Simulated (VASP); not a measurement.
Set up this calculation in VASP 6.6.1, as the native input.

- Task: single point
- Functional: LDA
- Potentials or basis: VASP PAW LDA potentials, release 64 (Ge_d)
- Cutoff: 520 eV
- k mesh: 8 × 8 × 8
- Occupations: fermi-dirac, width 0.02 eV
- Spin: non-collinear spin, zero start, spin-orbit coupling
- Starting moments: [[0.0, 0.0, 0.0], [0.0, 0.0, 0.0]] μB
- Dipole correction: no
- Further INCAR settings: ALGO = Normal; EDIFF = 1e-06; NBANDS = 40

The structure of Ge lies in POSCAR:

```
Ge
1.0
   -2.5744897190      2.5744897190      1.3974126432
    2.5744897190     -2.5744897190      1.3974126432
    2.5744897190      2.5744897190     -1.3974126432
Ge
2
Direct
    0.5003788031      0.5027753387      0.0026579963
    0.2486531969      0.7504986613      0.5027410037
```

This cell differs from its parent crystal: atoms moved at random.

These files were run (other wordings do the same):

INCAR

```
  PREC = Accurate
  ENCUT = 520
  EDIFF = 1E-6
  ISMEAR = -1
  SIGMA = 0.02
  LREAL = False
  LASPH = True
  NELM = 150
  ALGO = Normal
  ISIF = 2
  LWAVE = False
  LCHARG = False
  MAGMOM = 0 0 0 0 0 0
  LORBIT = 11
  LSORBIT = True
  GGA_COMPAT = False
  LORBMOM = True
  NBANDS = 40
  KPAR = 4
```

KPOINTS

```
Automatic mesh
0
Gamma
  8 8 8
```

Potentials or basis: VASP PAW LDA potentials, release 64 (Ge_d).

Command:

```sh
$ cat potpaw_LDA.64/Ge_d/POTCAR > POTCAR
$ mpirun -np 4 vasp_ncl > vasp.out
```

Results of the run:

```yaml
Pressure: -2.6 GPa
Largest_force: 0.009 eV/Å
Net_moment: 0.00 μB per cell
Valence_electrons_inside_the_program's_atomic_spheres: Ge 12.29
```

Caveat: the cell differs from its parent crystal (atoms moved at random).

Run time: 4 min on 4 MPI ranks on Intel(R) Xeon(R) Platinum 8259CL CPU @ 2.50GHz (Skylake/Cascade Lake), on a shared host, peak memory 0.58 GiB a rank.
